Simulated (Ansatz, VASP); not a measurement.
**BN: VASP beside Ansatz**

File POSCAR:

```
BN
1.0
    1.2511217832      0.7367822083      3.3729344033
   -1.2511217832      0.7367822083      3.3729344033
    0.0000000000     -1.4735644166      3.3729344033
B N
1 1
Direct
    0.9996712000      0.9996712000      0.9996712000
    0.3327618000      0.3327618000      0.3327618000
```

Contents of INCAR.step1:

```
ALGO = Normal ; EDIFF = 1E-4
ENCUT = 520 ; GGA = PE
ISMEAR = 0 ; LASPH = True
LCHARG = False ; LREAL = False
LWAVE = True ; NBANDS = 11
NELM = 100 ; PREC = Accurate
SIGMA = 0.05
```

Contents of INCAR.step2:

```
ALGO = Normal ; EDIFF = 1E-7
ENCUT = 520 ; ISIF = 2
ISMEAR = 0 ; ISTART = 1
LASPH = True ; LCHARG = False
LMIXTAU = True ; LREAL = False
LWAVE = False ; METAGGA = R2SCAN
NBANDS = 11 ; NELM = 100
PREC = Accurate ; SIGMA = 0.05
```

KPOINTS

```
k-points
0
Gamma
  12 12 12
```

Input for Ansatz:

```yaml
crystal:
  lattice:
    - [1.2511217832, 0.7367822083, 3.3729344033]
    - [-1.2511217832, 0.7367822083, 3.3729344033]
    - [0.0, -1.4735644166, 3.3729344033]
  atoms:
    - { symbol: B, position: [0.9996712, 0.9996712, 0.9996712] }
    - { symbol: "N", position: [0.3327618, 0.3327618, 0.3327618] }
basis:
  ecutwfc: 500
kpoints:
  mp_grid: { grid: [12, 12, 12] }
hamiltonian:
  xc: r2scan
scf:
  occupations: { method: gaussian, width: 0.05 }
output:
  forces: true
  stress: true
  eigenvalues: true
```

Change from the starting cell: strain +0.0200 x Voigt [0, 1, 0, 0, 0, 0], atoms carried along.

Alike in both runs: task single point; functional r2SCAN; k mesh 12 × 12 × 12; occupations gaussian, width 0.05 eV; no spin polarisation.

|  | VASP | Ansatz |
| --- | --- | --- |
| version | VASP 6.6.1 | Ansatz 0.2.0 |
| potentials or method | VASP PAW PBE potentials, release 64 (B, N), cutoff 520 eV | scalar-relativistic, plane waves, PAW |
| valence electrons in the cell | 8 | 8 |

|  | VASP | Ansatz | Ansatz less VASP |
| --- | --- | --- | --- |
| gap on the k mesh at the Fermi level (eV) | 4.70 | 4.67 | -0.029 |
| least direct gap on the mesh (eV) | 5.31 | 5.25 | -0.057 |
| pressure (GPa) | -6.8 | -7.1 | -0.37 |
| traceless stress, the component that is largest in VASP (GPa) | -10.63 | -10.94 | -0.310 |
| rms of the force components (eV/Å) | 0.103 | 0.103 | -0.0004 |

VASP's potentials were made for PBE, not for r2SCAN. Atom by atom the forces differ by 0.000 eV/Å (rms over components).
